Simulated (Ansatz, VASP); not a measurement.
# One calculation of CdGa, two programs

```
CELL_PARAMETERS angstrom
0.00000 2.82951 2.82951
2.82951 0.00000 2.82951
2.82951 2.82951 0.00000
ATOMIC_POSITIONS crystal
Cd 0.00000 0.00000 0.00000
Ga 0.50000 0.50000 0.50000
```

Alike in both runs: functional r2SCAN; k mesh 18 × 18 × 18; occupations gaussian, width 0.1 eV; no spin polarisation.

Ansatz relaxed the structure, and its values are those at the end. VASP's run is a single point on that final structure, the one shown.

|  | VASP | Ansatz |
| --- | --- | --- |
| version | VASP 6.6.1 | Ansatz 0.2.0 |
| potentials or method | VASP PAW PBE potentials, release 64 (Cd, Ga_d), cutoff 520 eV | scalar-relativistic, plane waves, PAW |
| valence electrons in the cell | 25 | 33 |

|  | VASP | Ansatz | Ansatz less VASP |
| --- | --- | --- | --- |
| gap on the k mesh at the Fermi level (eV) | none | none | - |
| pressure (GPa) | 0.2 | 0.0 | -0.20 |

VASP's potentials were made for PBE, not for r2SCAN. A gap of «none» marks a metal or a gap that the smearing closes. VASP's potentials hold 25 valence electrons a cell and Ansatz's 33, so a difference there can come from the potentials and not from the codes.
